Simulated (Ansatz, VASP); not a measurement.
One calculation of BP, two programs

```
CELL_PARAMETERS angstrom
3.20885 0.00000 0.00000
1.60443 2.77895 0.00000
1.60443 0.92632 2.62002
ATOMIC_POSITIONS crystal
B 0.00000 0.00000 0.00000
P 0.25000 0.25000 0.25000
```

Alike in both runs: task single point; functional PBE; k mesh 8 × 8 × 8; occupations fermi-dirac, width 0.05 eV; no spin polarisation.

```csv
,VASP,Ansatz
version,VASP 6.6.1,Ansatz 0.2.0
potentials or method,"VASP PAW PBE potentials, release 64 (B, P), cutoff 520 eV","plane waves, PAW"
valence electrons in the cell,8,8
```

VASP gave:

| Property | Result |
| --- | --- |
| pressure (GPa) | 0.9 |

Task: Estimate Ansatz's values.

Result: Pressure (GPa): 1.1.
